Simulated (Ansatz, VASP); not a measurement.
## HfO2: VASP beside Ansatz

File POSCAR:

```
HfO2
1.0
    4.7989053175     -0.0556823726     -0.0814554893
   -0.0556823726      4.8151449630      0.0020353615
   -0.0542426282      0.0013553827      3.1301643032
Hf O
2 4
Direct
   -0.0111597870      0.0074667340     -0.0176207280
    0.4967559737      0.4984763580      0.5078255686
    0.2045072468      0.8049249734      0.5231070031
    0.3024677400      0.3086921636     -0.0010628368
    0.6979538434      0.6874739203      0.0088621657
    0.8094749830      0.1929658505      0.4788888274
```

The input INCAR.step1:

```
PREC = Accurate
ENCUT = 520
ISMEAR = 0
SIGMA = 0.05
LREAL = F
LASPH = T
NELM = 60
NBANDS = 31
GGA = PE
ALGO = Normal
EDIFF = 1E-4
LWAVE = T
LCHARG = F
```

File INCAR.step2:

```
PREC = Accurate
ENCUT = 520
EDIFF = 1E-7
ISMEAR = 0
SIGMA = 0.05
LREAL = F
LASPH = T
NELM = 60
ALGO = Normal
ISIF = 2
LWAVE = F
LCHARG = T
METAGGA = R2SCAN
LMIXTAU = T
LELF = T
LVHAR = T
NBANDS = 31
ISTART = 1
```

The input KPOINTS:

```
Automatic mesh
0
Gamma
  6 6 8
```

Input for Ansatz:

```yaml
crystal:
  lattice:
    - [4.7989053175, -0.0556823726, -0.0814554893]
    - [-0.0556823726, 4.815144963, 0.0020353615]
    - [-0.0542426282, 0.0013553827, 3.1301643032]
  atoms:
    - { symbol: Hf, position: [-0.011159787, 0.007466734, -0.017620728] }
    - { symbol: Hf, position: [0.4967559737, 0.498476358, 0.5078255686] }
    - { symbol: O, position: [0.2045072468, 0.8049249734, 0.5231070031] }
    - { symbol: O, position: [0.30246774, 0.3086921636, -0.0010628368] }
    - { symbol: O, position: [0.6979538434, 0.6874739203, 0.0088621657] }
    - { symbol: O, position: [0.809474983, 0.1929658505, 0.4788888274] }
basis:
  ecutwfc: 500
kpoints:
  mp_grid: { grid: [6, 6, 8] }
hamiltonian:
  xc: r2scan
scf:
  occupations: { method: gaussian, width: 0.05 }
output:
  forces: true
  stress: true
  eigenvalues: true
```

Change from the starting cell: all atoms moved at random (sigma 0.03 Å a component), cell strained at random (sigma 0.03).

Alike in both runs: task single point; functional r2SCAN; k mesh 6 × 6 × 8; occupations gaussian, width 0.05 eV; no spin polarisation.

|  | VASP | Ansatz |
| --- | --- | --- |
| version | VASP 6.6.1 | Ansatz 0.2.0 |
| potentials or method | VASP PAW PBE potentials, release 64 (Hf_pv, O), cutoff 520 eV | scalar-relativistic, plane waves, PAW |
| valence electrons in the cell | 44 | 76 |

|  | VASP | Ansatz | Ansatz less VASP |
| --- | --- | --- | --- |
| gap on the k mesh at the Fermi level (eV) | 4.59 | 4.64 | +0.048 |
| least direct gap on the mesh (eV) | 4.59 | 4.64 | +0.048 |
| pressure (GPa) | 9.2 | 12.6 | +3.32 |
| traceless stress, the component that is largest in VASP (GPa) | 7.16 | 7.73 | +0.568 |
| rms of the force components (eV/Å) | 0.575 | 0.589 | +0.0143 |

VASP's potentials were made for PBE, not for r2SCAN. Atom by atom the forces differ by 0.034 eV/Å (rms over components). VASP's potentials hold 44 valence electrons a cell and Ansatz's 76, so a difference there can come from the potentials and not from the codes.

Spin-orbit coupling is off throughout.
